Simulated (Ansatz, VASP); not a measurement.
## PbS: VASP beside Ansatz

File INCAR:

```
PREC     = Accurate       # precision mode
ENCUT    = 520            # plane-wave cutoff, eV
EDIFF    = 1E-7           # SCF threshold, eV
ISMEAR   = -1             # smearing method
SIGMA    = 0.05           # smearing width, eV
LREAL    = F              # projectors in reciprocal space
LASPH    = T              # aspherical terms in the spheres
NELM     = 100            # most SCF steps
ALGO     = Normal         # electronic algorithm
ISIF     = 2              # what is computed and relaxed
LWAVE    = F              # write WAVECAR
LCHARG   = T              # write CHGCAR
GGA      = B5             # functional
ALDAX    = 1.0          
AGGAX    = 1.0          
AGGAC    = 1.0          
ALDAC    = 0.0          
IVDW     = 12             # dispersion correction
VDW_S6   = 1.0          
VDW_S8   = 2.6996       
VDW_A1   = 0.4298       
VDW_A2   = 4.2359       
LELF     = T              # ELF
LVHAR    = T            
NBANDS   = 28             # bands
```

File KPOINTS:

```
regular mesh
0
Gamma
  7 7 6
```

File POSCAR:

```
PbS
1.0
    2.1073236324     -6.0701387599      0.0000000000
    2.1073236324      6.0701387599      0.0000000000
    0.0000000000      0.0000000000      4.3356342523
Pb S
2 2
Direct
    0.1305633500      0.8694366500      0.2500000000
    0.8694366500      0.1305633500      0.7500000000
    0.3547970900      0.6452029100      0.2500000000
    0.6452029100      0.3547970900      0.7500000000
```

The input input.yaml:

```yaml
crystal:
  lattice:
    - [2.1073236324, -6.0701387599, 0.0]
    - [2.1073236324, 6.0701387599, 0.0]
    - [0.0, 0.0, 4.3356342523]
  atoms:
    - { symbol: Pb, position: [0.13056335, 0.86943665, 0.25] }
    - { symbol: Pb, position: [0.86943665, 0.13056335, 0.75] }
    - { symbol: S, position: [0.35479709, 0.64520291, 0.25] }
    - { symbol: S, position: [0.64520291, 0.35479709, 0.75] }
hamiltonian:
  xc: blyp
  pseudopotentials: { kind: paw }
  dispersion: d3bj
kpoints:
  mp_grid: { grid: [7, 7, 6] }
scf:
  occupations: { method: fermi_dirac, width: 0.05 }
output:
  forces: true
  stress: true
  eigenvalues: true
  write_density: true
  write_potential: true
  elf: true
  volumetric_format: npy
```

Alike in both runs: task single point; functional BLYP; dispersion D3(BJ); k mesh 7 × 7 × 6; occupations fermi-dirac, width 0.05 eV; no spin polarisation.

|  | VASP | Ansatz |
| --- | --- | --- |
| version | VASP 6.6.1 | Ansatz 0.2.0 |
| potentials or method | VASP PAW PBE potentials, release 64 (Pb_d, S) | Ansatz PAW |
| plane-wave cutoff (eV) | 520 | 420 |
| valence electrons in the cell | 40 | 40 |

Ansatz gave:

| Property | Result |
| --- | --- |
| gap on the k mesh at the Fermi level (eV) | 1.34 |
| least direct gap on the mesh (eV) | 1.48 |
| pressure (GPa) | -1.9 |
| traceless stress, the component that is largest in VASP (GPa) | 0.24 |
| rms of the force components (eV/Å) | 0.021 |

Problem. What did VASP give for the same quantities?

Solution. gap on the k mesh at the Fermi level (eV): 1.34; least direct gap on the mesh (eV): 1.47; pressure (GPa): -1.9; traceless stress, the component that is largest in VASP (GPa): 0.22; rms of the force components (eV/Å): 0.025.

VASP's potentials were made for PBE, not for BLYP. Atom by atom the forces differ by 0.005 eV/Å (rms over components).

Spin-orbit coupling is off throughout. Noted on Ansatz's run: odd divisions of the mesh miss points on the zone boundary, where band edges often lie, so the gap on the mesh can be too wide.
